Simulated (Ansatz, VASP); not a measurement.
**Two plane-wave programs on Nb**

```xyz
4
Lattice="1.5740 -5.0683 0.0000 1.5740 5.0683 0.0000 0.0000 0.0000 4.6922" Properties=species:S:1:pos:R:3 pbc="T T T"
Nb    1.5740    3.7041    4.6921
Nb    1.5740   -1.3642    2.3462
Nb    1.5740   -3.7041    0.0001
Nb    1.5740    1.3642    2.3460
```

Alike in both runs: functional r2SCAN; k mesh 6 × 6 × 4; occupations gaussian, width 0.1 eV; no spin polarisation.

Ansatz relaxed the structure, and its values are those at the end. VASP's run is a single point on that final structure, the one shown.

|  | VASP | Ansatz |
| --- | --- | --- |
| version | VASP 6.6.1 | Ansatz 0.2.0 |
| potentials or method | VASP PAW PBE potentials, release 64 (Nb_sv), cutoff 520 eV | scalar-relativistic, plane waves, PAW |
| valence electrons in the cell | 52 | 52 |

```csv
,VASP,Ansatz,Ansatz less VASP
gap on the k mesh at the Fermi level (eV),none,none,-
pressure (GPa),-0.2,0.0,+0.17
rms of the force components (eV/Å),0.019,0.015,-0.0045
```

VASP's potentials were made for PBE, not for r2SCAN. A gap of «none» marks a metal or a gap that the smearing closes.
